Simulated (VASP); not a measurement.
A run of VASP 6.6.1:

Contents of INCAR:

```
SYSTEM = Na2Cl
PREC = Accurate
ENCUT = 520
EDIFF = 1E-7
ISMEAR = 0
SIGMA = 0.1
LREAL = .FALSE.
LASPH = .TRUE.
NELM = 80
ALGO = Normal
ISIF = 2
LWAVE = .FALSE.
LCHARG = .TRUE.
GGA = PS
LELF = .TRUE.
LVHAR = .TRUE.
NBANDS = 30
```

The input KPOINTS:

```
regular mesh
0
G
  8 8 4
  0 0 0
```

The input POSCAR:

```
Na2Cl
1.0
    3.7164675688      0.0000000000      0.0000000000
    0.0000000000      3.8332139378     -0.0320047920
    0.0000000000     -0.1133331660     12.6117147125
Na Cl
4 2
Direct
    0.0000000000      0.0044737478      0.2250927049
    0.0000000000      0.0167964018      0.7713828850
    0.0000000000     -0.0208854921      0.5065177729
    0.5000000000      0.4991405755     -0.0036498768
    0.5000000000      0.5085486487      0.3609231873
    0.5000000000      0.4919261183      0.6397333268
```

Potentials or basis: VASP PAW PBE potentials, release 64 (Na_pv, Cl).

Run with:

```bash
$ cat potpaw_PBE.64/Na_pv/POTCAR potpaw_PBE.64/Cl/POTCAR > POTCAR
$ mpirun -np 1 vasp_std > vasp.out
```

Hardware: 1 thread of Intel(R) Xeon(R) 6975P-C (Granite Rapids), on a shared host.

Task: Estimate the wall time of this run.

Result: It took 3.8 min on 1 thread of Intel(R) Xeon(R) 6975P-C (Granite Rapids), on a shared host, peak memory 0.5 GiB. Counts: scf iterations 16, k points 90.
